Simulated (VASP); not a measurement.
Set up this calculation in VASP 6.6.1, as the native input.

```yaml
Task: single point
Functional: RPBE
Dispersion: D3(BJ)
Potentials_or_basis: VASP PAW PBE potentials, release 64 (Rh_pv)
Cutoff: 520 eV
k_mesh: 12 × 12 × 12
Occupations: fermi-dirac, width 0.05 eV
Spin: no spin polarisation
Dipole_correction: no
Further_INCAR_settings: ALGO = Normal; EDIFF = 1e-06; NBANDS = 14
```

The structure of Rh lies in POSCAR:

```
Rh
1.0
    0.0000000000      1.8370746125      1.8370746125
    1.8370746125      0.0000000000      1.8370746125
    1.8370746125      1.8370746125      0.0000000000
Rh
1
Direct
    0.0000000000      0.0000000000      0.0000000000
```

These files were run (other wordings do the same):

INCAR

```
SYSTEM = Rh
  ALGO = Normal
  EDIFF = 1E-6
  ENCUT = 520
  GGA = RP
  ISIF = 2
  ISMEAR = -1
  IVDW = 12
  LASPH = .True.
  LCHARG = .False.
  LREAL = .False.
  LWAVE = .False.
  NBANDS = 14
  NELM = 60
  PREC = Accurate
  SIGMA = 0.05
```

KPOINTS

```
k-points
0
Gamma
  12 12 12
  0 0 0
```

Potentials or basis: VASP PAW PBE potentials, release 64 (Rh_pv).

Command:

```bash
$ cat potpaw_PBE.64/Rh_pv/POTCAR > POTCAR
$ mpirun -np 1 vasp_std > vasp.out
```

Results of the run:

```json
{"Pressure": "0.2 GPa", "Dispersion energy per atom": "-3.839 eV"}
```

Caveat: the PAW data sets were made with another functional, which shifts forces and pressure a little; pairwise dispersion overbinds metals, which lowers pressure and volume.

Wall time 17 s on 1 thread of Intel Xeon 8259CL, with other jobs on the host, peak memory 0.14 GiB.
